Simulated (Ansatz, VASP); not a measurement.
One calculation of CsCdCl3, two programs

Contents of INCAR:

```
  ALGO = Normal
  EDIFF = 1E-7
  ENCUT = 520
  ISIF = 2
  ISMEAR = 0
  LASPH = T
  LCHARG = F
  LREAL = F
  LWAVE = F
  NBANDS = 29
  NELM = 80
  PREC = Accurate
  SIGMA = 0.05
```

KPOINTS

```
k-points
0
Gamma
  6 6 6
```

Contents of POSCAR:

```
CsCdCl3
1.0
    5.2000000000      0.0000000000      0.0000000000
    0.0000000000      5.2000000000      0.0000000000
    0.0000000000      0.0000000000      5.2000000000
Cs Cd Cl
1 1 3
Direct
    0.0000000000      0.0000000000      0.0000000000
    0.5000000000      0.5000000000      0.5000000000
    0.0000000000      0.5000000000      0.5721153846
    0.5000000000      0.0000000000      0.5721153846
    0.5000000000      0.5000000000      0.0721153846
```

Input for Ansatz:

```yaml
crystal:
  lattice:
    - [5.2, 0.0, 0.0]
    - [0.0, 5.2, 0.0]
    - [0.0, 0.0, 5.2]
  atoms:
    - { symbol: Cs, position: [0.0, 0.0, 0.0] }
    - { symbol: Cd, position: [0.5, 0.5, 0.5] }
    - { symbol: Cl, position: [0.0, 0.5, 0.5721153846] }
    - { symbol: Cl, position: [0.5, 0.0, 0.5721153846] }
    - { symbol: Cl, position: [0.5, 0.5, 0.0721153846] }
basis:
  ecutwfc: 420
kpoints:
  mp_grid: { grid: [6, 6, 6] }
hamiltonian:
  xc: lda
scf:
  occupations: { method: gaussian, width: 0.05 }
output:
  forces: true
  stress: true
  eigenvalues: true
```

Change from the starting cell: all Cl atoms moved +0.375 Å, as atom 3 along Cartesian [0 0 1].

Alike in both runs: task single point; functional LDA; k mesh 6 × 6 × 6; occupations gaussian, width 0.05 eV; no spin polarisation.

|  | VASP | Ansatz |
| --- | --- | --- |
| version | VASP 6.6.1 | Ansatz 0.2.0 |
| potentials or method | VASP PAW LDA potentials, release 64 (Cs_sv, Cd, Cl), cutoff 520 eV | scalar-relativistic, plane waves, PAW |
| valence electrons in the cell | 42 | 50 |

|  | VASP | Ansatz | Ansatz less VASP |
| --- | --- | --- | --- |
| gap on the k mesh at the Fermi level (eV) | 1.81 | 1.79 | -0.019 |
| least direct gap on the mesh (eV) | 2.21 | 2.19 | -0.014 |
| pressure (GPa) | 0.7 | 0.4 | -0.27 |
| traceless stress, the component that is largest in VASP (GPa) | 4.55 | 4.38 | -0.176 |
| rms of the force components (eV/Å) | 0.985 | 0.931 | -0.0535 |

LDA's correlation is that of Perdew and Zunger in VASP and of Perdew and Wang (1992) in Ansatz. Atom by atom the forces differ by 0.054 eV/Å (rms over components). VASP's potentials hold 42 valence electrons a cell and Ansatz's 50, so a difference there can come from the potentials and not from the codes.

Spin-orbit coupling is off throughout.
